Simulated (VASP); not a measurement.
Wanted: the native input for a VASP 6.6.1 run.

```
Task                   : single point
Functional             : PBEsol
Potentials or basis    : VASP PAW PBE potentials, release 64 (Re)
Cutoff                 : 600 eV
k mesh                 : 18 × 18 × 6
Occupations            : gaussian, width 0.1 eV
Spin                   : no spin polarisation
Dipole correction      : no
Further INCAR settings : ALGO = Normal; EDIFF = 1e-06; NBANDS = 22
```

The structure of Re lies in POSCAR:

```
Re
1.0
    2.7289858363      0.0000000000      0.0000000000
   -1.3644929181      2.3633710608      0.0000000000
    0.0000000000      0.0000000000      9.6224880378
Re
4
Direct
    0.0000000000      0.0000000000      0.0000000000
    0.3333333300      0.6666666700      0.2500000000
    0.0000000000      0.0000000000      0.5000000000
    0.6666666700      0.3333333300      0.7500000000
```

This cell differs from its parent crystal: strained.

These files were run (other wordings do the same):

INCAR

```
SYSTEM = Re
ALGO = Normal
EDIFF = 1E-6
ENCUT = 600
GGA = PS
GGA_COMPAT = .False.
ISIF = 2
ISMEAR = 0
LASPH = .True.
LCHARG = .False.
LREAL = .False.
LWAVE = .False.
NBANDS = 22
NELM = 120
PREC = Accurate
SIGMA = 0.1
```

KPOINTS

```
k-points
0
Gamma
  18 18 6
  0 0 0
```

Potentials or basis: VASP PAW PBE potentials, release 64 (Re).

The run is started by

```console
$ cat potpaw_PBE.64/Re/POTCAR > POTCAR
$ mpirun -np 1 vasp_std > vasp.out
```

It gave:

The pressure is -19.2 GPa. The band gap on the k mesh is zero (bands 14 and 15 overlap by 2.36 eV).

Caveat: the cell differs from its parent crystal (strained); the stress differs along the axes, from -43 to -7 GPa; the PAW data sets were made with another functional, which shifts forces and pressure a little; spin-orbit coupling is left out, which moves the levels of the heavy elements.

Run time: 3.7 min on 1 thread of Intel(R) Xeon(R) Platinum 8488C (Sapphire Rapids) (shared host), peak memory 0.34 GiB.
